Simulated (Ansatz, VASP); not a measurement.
# Two plane-wave programs on In

```xyz
8
Lattice="9.6413 0.0000 0.0000 -4.8206 8.3496 0.0000 0.0000 0.0000 3.3132" Properties=species:S:1:pos:R:3 pbc="T T T"
In    7.0630    1.4886    1.6566
In    4.8206    5.3725    1.6566
In    2.5783    1.4886    1.6566
In   -2.2424    6.8610    1.6566
In    0.0000    2.9771    1.6566
In    2.2424    6.8610    1.6566
In    0.0000    5.5664    0.0000
In    4.8206    2.7832    0.0000
```

Alike in both runs: functional PBE; k mesh 3 × 3 × 6; occupations gaussian, width 0.1 eV; no spin polarisation.

Ansatz relaxed the structure, and its values are those at the end. VASP's run is a single point on that final structure, the one shown.

|  | VASP | Ansatz |
| --- | --- | --- |
| version | VASP 6.6.1 | Ansatz 0.2.0 |
| potentials or method | VASP PAW PBE potentials, release 64 (In_d), cutoff 520 eV | scalar-relativistic, plane waves, PAW |
| valence electrons in the cell | 104 | 104 |

|  | VASP | Ansatz | Ansatz less VASP |
| --- | --- | --- | --- |
| gap on the k mesh at the Fermi level (eV) | none | none | - |
| pressure (GPa) | -0.1 | -0.1 | +0.01 |
| rms of the force components (eV/Å) | 0.004 | 0.005 | +0.0006 |

A gap of «none» marks a metal or a gap that the smearing closes.
